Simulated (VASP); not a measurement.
# AlNi3 (Fm-3m) in VASP: further runs, part 2 of 2

VASP 6.6.1. Earlier steps stand in the parts before.

## Step 4: Single point, PBE

The input, INCAR:

```
ALGO     = Normal         # electronic algorithm
EDIFF    = 1E-7           # SCF threshold, eV
ENCUT    = 520            # plane-wave cutoff, eV
GGA      = PE             # functional
ISIF     = 2              # what is computed and relaxed
ISMEAR   = -1             # smearing method
LASPH    = T              # aspherical terms in the spheres
LCHARG   = T              # write CHGCAR
LELF     = T              # ELF
LREAL    = F              # projectors in reciprocal space
LVHAR    = T            
LWAVE    = F              # write WAVECAR
NBANDS   = 24             # bands
NELM     = 100            # most SCF steps
PREC     = Accurate       # precision mode
SIGMA    = 0.2            # smearing width, eV
```

The input, KPOINTS:

```
k-points
0
Gamma
  14 14 14
```

The input, POSCAR:

```
AlNi3
1.0
    0.0000000000      2.8018887551      2.8018887551
    2.8018887551      0.0000000000      2.8018887551
    2.8018887551      2.8018887551      0.0000000000
Al Ni
1 3
Direct
    0.5000000000      0.5000000000      0.5000000000
    0.2500000000      0.2500000000      0.2500000000
    0.0000000000      0.0000000000      0.0000000000
    0.7500000000      0.7500000000      0.7500000000
```

Potentials or basis: VASP PAW PBE potentials, release 64 (Al, Ni).

On the command line:

```sh
$ cat potpaw_PBE.64/Al/POTCAR potpaw_PBE.64/Ni/POTCAR > POTCAR
$ mpirun -np 1 vasp_std > vasp.out
```

OUTCAR:

```text
EDIFF = 1E-7
   ENCUT = 520
   GGA = PE
   ISIF = 2
   ISMEAR = -1
   LASPH = T
   LREAL = F
   NELM = 100
   PREC = Accurate

 ion  position               nearest neighbor table
   1  0.500  0.500  0.500-   2 2.43   4 2.43   2 2.43   2 2.43   4 2.43   2 2.43   4 2.43   4 2.43
                             3 2.80   3 2.80   3 2.80   3 2.80   3 2.80   3 2.80
   2  0.250  0.250  0.250-   3 2.43   1 2.43   3 2.43   1 2.43   3 2.43   3 2.43   1 2.43   1 2.43
                             4 2.80   4 2.80   4 2.80   4 2.80   4 2.80   4 2.80
   3  0.000  0.000  0.000-   4 2.43   2 2.43   4 2.43   2 2.43   4 2.43   4 2.43   2 2.43   2 2.43
                             1 2.80   1 2.80   1 2.80   1 2.80   1 2.80   1 2.80
   4  0.750  0.750  0.750-   1 2.43   3 2.43   1 2.43   1 2.43   3 2.43   1 2.43   3 2.43   3 2.43
                             2 2.80   2 2.80   2 2.80   2 2.80   2 2.80   2 2.80

  LATTYP: Found a face centered cubic cell.
 ALAT       =     5.6037775102

  Lattice vectors:

 A1 = (   0.0000000000,   2.8018887551,   2.8018887551)
 A2 = (   2.8018887551,   0.0000000000,   2.8018887551)
 A3 = (   2.8018887551,   2.8018887551,   0.0000000000)

Analysis of symmetry for initial positions (statically):
=====================================================================
 Subroutine PRICEL returns:
 Original cell was already a primitive cell.

 Routine SETGRP: Setting up the symmetry group for a
 face centered cubic supercell.

 Subroutine GETGRP returns: Found 48 space group operations
 (whereof 48 operations were pure point group operations)
 out of a pool of 48 trial point group operations.

The static configuration has the point symmetry O_h .

Analysis of symmetry for dynamics (positions and initial velocities):
=====================================================================
 Subroutine PRICEL returns:
 Original cell was already a primitive cell.

 Routine SETGRP: Setting up the symmetry group for a
 face centered cubic supercell.

 Subroutine GETGRP returns: Found 48 space group operations
 (whereof 48 operations were pure point group operations)
 out of a pool of 48 trial point group operations.

The dynamic configuration has the point symmetry O_h .

 Subroutine INISYM returns: Found 48 space group operations
 (whereof 48 operations are pure point group operations),
 and found     1 'primitive' translations

----------------------------------------------------------------------------------------

                                     Primitive cell

  volume of cell :      43.9929

  direct lattice vectors                    reciprocal lattice vectors
     0.000000000  2.801888755  2.801888755    -0.178451053  0.178451053  0.178451053
     2.801888755  0.000000000  2.801888755     0.178451053 -0.178451053  0.178451053
     2.801888755  2.801888755  0.000000000     0.178451053  0.178451053 -0.178451053

  length of vectors
     3.962469078  3.962469078  3.962469078     0.309086291  0.309086291  0.309086291

  position of ions in fractional coordinates (direct lattice)
     0.500000000  0.500000000  0.500000000
     0.250000000  0.250000000  0.250000000
     0.000000000  0.000000000  0.000000000
     0.750000000  0.750000000  0.750000000

  ion indices of the primitive-cell ions
   primitive index   ion index
                 1           1
                 2           2
                 3           3
                 4           4

----------------------------------------------------------------------------------------

 KPOINTS: k-points

Automatic generation of k-mesh.
 Grid dimensions read from file:
 generate k-points for:   14   14   14

 Generating k-lattice:

  Cartesian coordinates                     Fractional coordinates (reciprocal lattice)
    -0.012746504  0.012746504  0.012746504     0.071428571  0.000000000  0.000000000
     0.012746504 -0.012746504  0.012746504     0.000000000  0.071428571  0.000000000
     0.012746504  0.012746504 -0.012746504     0.000000000  0.000000000  0.071428571

  Length of vectors
     0.022077592  0.022077592  0.022077592

  Shift w.r.t. Gamma in fractional coordinates (k-lattice)
     0.000000000  0.000000000  0.000000000

 Subroutine IBZKPT returns following result:
 ===========================================

 Found    104 irreducible k-points:

 Following reciprocal coordinates:
            Coordinates               Weight
  0.000000  0.000000  0.000000      1.000000
  0.071429  0.000000  0.000000      8.000000
  0.142857  0.000000  0.000000      8.000000
  0.214286  0.000000  0.000000      8.000000
  0.285714  0.000000  0.000000      8.000000
  0.357143  0.000000  0.000000      8.000000
[... 16 lines left out ...]
  0.214286  0.142857  0.000000     24.000000
  0.285714  0.142857  0.000000     24.000000
 [... further k-points ...]
   k-points           NKPTS =    104   k-points in BZ     NKDIM =    104   number of bands    NBANDS=     24
   number of dos      NEDOS =    301   number of ions     NIONS =      4
   total plane-waves  NPLWV =  27000
   dimension x,y,z NGX =    30 NGY =   30 NGZ =   30
   dimension x,y,z NGXF=    60 NGYF=   60 NGZF=   60
   ions per type =               1   3
   NGX,Y,Z   is equivalent  to a cutoff of  12.59, 12.59, 12.59 a.u.
   NGXF,Y,Z  is equivalent  to a cutoff of  25.17, 25.17, 25.17 a.u.
 SYSTEM =  unknown system
   PREC   = accura    normal or accurate (medium, high low for compatibility)
   ISTART =      0    job   : 0-new  1-cont  2-samecut
   ICHARG =      2    charge: 1-file 2-atom 10-const
   ISPIN  =      1    spin polarized calculation?
   LNONCOLLINEAR =      F non collinear calculations
   LSORBIT =      F    spin-orbit coupling
   LASPH  =      T    aspherical Exc in radial PAW
   ENCUT  =  520.0 eV  38.22 Ry    6.18 a.u.   7.37  7.37  7.37*2*pi/ulx,y,z
   NELM   =    100;   NELMIN=  2; NELMDL= -5     # of ELM steps
   EDIFF  = 0.1E-06   stopping-criterion for ELM
   LREAL  =      F    real-space projection
   EDIFFG = 0.1E-05   stopping-criterion for IOM
   NSW    =      0    number of steps for IOM
   IBRION =     -1    ionic relax: 0-MD 1-quasi-New 2-CG
   NFREE  =      0    steps in history (QN), initial steepest desc. (CG)
   ISIF   =      2    stress and relaxation
   ISYM   =      2    0-nonsym 1-usesym 2-fastsym
   POTIM  = 0.5000    time-step for ionic-motion
   TEBEG  =    0.0;   TEEND  =   0.0 temperature during run
   PSTRESS=    0.0 pullay stress
   NELECT =      33.0000    total number of electrons
   NUPDOWN=      -1.0000    fix difference up-down
   EMIN   =  10.00;   EMAX   =-10.00  energy-range for DOS
   EFERMI =   0.00;   METHOD = LEGACY
   ISMEAR =    -1;   SIGMA  =   0.20  broadening in eV -4-tet -1-fermi 0-gaus
   EFERMI_NEDOS =   21; number of points for ismear=-14 and -15
   IALGO  =     38    algorithm
   IMIX   =      4    mixing-type and parameters
     AMIX     =   0.40;   BMIX     =  1.00
     AMIX_MAG =   1.60;   BMIX_MAG =  1.00
  volume/ion in A,a.u.               =      11.00        74.22
  Fermi-wavevector in a.u.,A,eV,Ry     =   1.487483  2.810935 30.104316  2.212605
  Thomas-Fermi vector in A             =   2.600638
   LORBIT       =      0    0 simple, 1 ext, 2 COOP (PROOUT), +10 PAW based schemes
   GGA     = PE    functional components
   LHFCALC =     F    Hartree Fock is set to
   AEXX    =    0.0000 exact exchange contribution
   IVDW    =     0    specifies the selected vdW correction
   LEPSILON=     F    determine dielectric tensor
   LRPA    =     F    only Hartree local field effects (RPA)
 non-spin polarized calculation
  energy-cutoff  :      520.00
  volume of cell :       43.99
 maximum number of plane-waves:      1243
 NGX is ok and might be reduce to    30
   NGX = 15   NGY = 15   NGZ = 15

 number of electron      33.0000016 magnetization

 Free energy of the ion-electron system (eV)
  ---------------------------------------------------
  ext. energy  EPLUGINS =         0.00000000
  ---------------------------------------------------
  free energy    TOTEN  =       -21.88092387 eV

  energy without entropy =      -21.38710446  energy(sigma->0) =      -21.63401416

 E-fermi :  10.0412     XC(G=0): -12.8174

 val. band max:       10.0409563549   @ k =  -0.2143   0.3571   0.1429
 cond. band min:      10.0420102626   @ k =  -0.2857   0.4286   0.1429
 fundamental gap:      0.0010539076
 Fermi energy:        10.0411838445

 k-point     1 :       0.0000    0.0000    0.0000
  band No.  band energies     occupation
      1      -0.2309      2.00000
      2       6.3299      2.00000
      3       6.3299      2.00000
      4       6.4705      2.00000
      5       6.4705      2.00000
      6       6.4705      2.00000
[... 637 lines left out ...]
     23      17.7031      0.00000
     24      19.7139      0.00000

 [... further k-points ...]
[... 5 lines left out ...]
  --------------------------------------------------------------------------------------
  -------------------------------------------------------------------------------------
  Total        2.2670547      2.2670547      2.2670547     -0.0000000     -0.0000000      0.0000000
  in kB       82.5638453     82.5638453     82.5638453     -0.0000000     -0.0000000      0.0000000
  external PRESSURE =      82.5638453 kB  Pullay stress =       0.0000000 kB

 VOLUME and BASIS-vectors are now :
 -----------------------------------------------------------------------------
  energy-cutoff  :      520.00
  volume of cell :       43.99
      direct lattice vectors                 reciprocal lattice vectors
     0.000000000  2.801888755  2.801888755    -0.178451053  0.178451053  0.178451053
     2.801888755  0.000000000  2.801888755     0.178451053 -0.178451053  0.178451053
     2.801888755  2.801888755  0.000000000     0.178451053  0.178451053 -0.178451053

 POSITION                                       TOTAL-FORCE (eV/Angst)
 -----------------------------------------------------------------------------------
      2.80189      2.80189      2.80189        -0.000000     -0.000000      0.000000
      1.40094      1.40094      1.40094         0.000000      0.000000     -0.000000
      0.00000      0.00000      0.00000        -0.000000     -0.000000      0.000000
      4.20283      4.20283      4.20283        -0.000000      0.000000      0.000000
 -----------------------------------------------------------------------------------
    total drift:                                0.000000     -0.000000      0.000000

  FREE ENERGIE OF THE ION-ELECTRON SYSTEM (eV)
  ---------------------------------------------------
  free  energy   TOTEN  =       -21.8809238669 eV

  energy  without entropy=      -21.3871044630  energy(sigma->0) =      -21.63401416
```

Run time: 3 min. Hardware: 1 thread of Intel Xeon 8259CL, shared host; peak memory 0.24 GiB.

What came out:

- Free energy: -21.8809 eV
- Pressure: 8.3 GPa
- Band gap on the k mesh: zero (an odd number of electrons rules out a gap without spin polarisation)

Caveat: the cell stands under pressure.

## Step 5: Single point, PBE

The input, INCAR:

```
SYSTEM = AlNi3
ALGO = Fast
EDIFF = 1E-7
ENCUT = 520
GGA = PE
ISIF = 2
ISMEAR = 1
LASPH = .True.
LCHARG = .True.
LELF = .True.
LREAL = .False.
LVHAR = .True.
LWAVE = .False.
NBANDS = 24
NELM = 100
PREC = Accurate
SIGMA = 0.01
```

The input, KPOINTS:

```
k-points
0
Gamma
  14 14 14
  0 0 0
```

POSCAR is that of step 4.

On the command line:

```sh
$ cat potpaw_PBE.64/Al/POTCAR potpaw_PBE.64/Ni/POTCAR > POTCAR
$ mpirun -np 1 vasp_std > vasp.out
```

Wall time 4.1 min (1 thread of Intel Xeon 8259CL, shared host); peak memory 0.23 GiB.

It converged, with:

- Free energy: -21.6555 eV
- Pressure: 7.0 GPa
- Band gap on the k mesh: zero (an odd number of electrons rules out a gap without spin polarisation)

Levels at points of the mesh, in eV from the Fermi level:
| k point | band 12 | band 13 | band 14 | band 15 | band 16 | band 17 | band 18 | band 19 | band 20 | band 21 |
| --- | --- | --- | --- | --- | --- | --- | --- | --- | --- | --- |
| (0.00, 0.00, 0.00) | -0.92 | -0.58 | -0.58 | -0.54 | -0.54 | 5.45 | 5.45 | 5.45 | 5.89 | 5.89 |
| (0.50, 0.00, 0.00) | -1.74 | -0.66 | -0.66 | -0.49 | -0.49 | -0.16 | 4.33 | 4.33 | 4.77 | 4.77 |
| (0.50, 0.50, 0.00) | -1.20 | -1.07 | -0.76 | -0.61 | -0.39 | -0.36 | -0.36 | -0.05 | 4.27 | 4.66 |

Caveat: the cell stands under pressure.

## Step 6: Overview

| smearing | gap on the mesh (eV) | pressure (GPa) |
| --- | --- | --- |
| fermi-dirac 0.01 eV | none | 7.0 |
| fermi-dirac 0.05 eV | none | 7.1 |
| fermi-dirac 0.2 eV | none | 8.3 |
| methfessel-paxton 0.01 eV | none | 7.0 |

Alike in all rows: task single point; level PBE; potentials or basis VASP PAW PBE potentials, release 64 (Al, Ni); no spin polarisation; cell as given; k mesh 14 × 14 × 14; cutoff (eV) 520.

Caveats: the cell stands under pressure.

Total energies depend on the potentials used, so only differences within one code and one set of settings carry meaning.
